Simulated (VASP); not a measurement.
Wanted: the native input for a VASP 6.6.1 run.

```yaml
Task: single point
Functional: LDA
Potentials_or_basis: VASP PAW LDA potentials, release 64 (Pd)
Cutoff: 520 eV
k_mesh: 23 × 23 × 23
Occupations: fermi-dirac, width 0.1 eV
Spin: no spin polarisation
Dipole_correction: no
Further_INCAR_settings: ALGO = Normal; EDIFF = 1e-06; NBANDS = 11
```

The structure of Pd lies in POSCAR:

```
Pd
1.0
    0.0000000000      1.9211411159      1.9211411159
    1.9211411159      0.0000000000      1.9211411159
    1.9211411159      1.9211411159      0.0000000000
Pd
1
Direct
    0.0000000000      0.0000000000      0.0000000000
```

These files were run (other wordings do the same):

INCAR

```
  PREC = Accurate
  ENCUT = 520
  EDIFF = 1E-6
  ISMEAR = -1
  SIGMA = 0.1
  LREAL = F
  LASPH = T
  NELM = 80
  ALGO = Normal
  ISIF = 2
  LWAVE = F
  LCHARG = F
  NBANDS = 11
```

KPOINTS

```
Automatic mesh
0
Gamma
  23 23 23
```

Potentials or basis: VASP PAW LDA potentials, release 64 (Pd).

Run with:

```sh
$ cat potpaw_LDA.64/Pd/POTCAR > POTCAR
$ mpirun -np 1 vasp_std > vasp.out
```

Results of the run:

The pressure is 0.1 GPa. The band gap on the k mesh is zero (band 5 reaches 10.59 eV, above the bottom of band 6 at 8.90 eV).

It took 56 s on 1 thread of Intel Xeon 8259CL (shared host), peak memory 0.16 GiB.
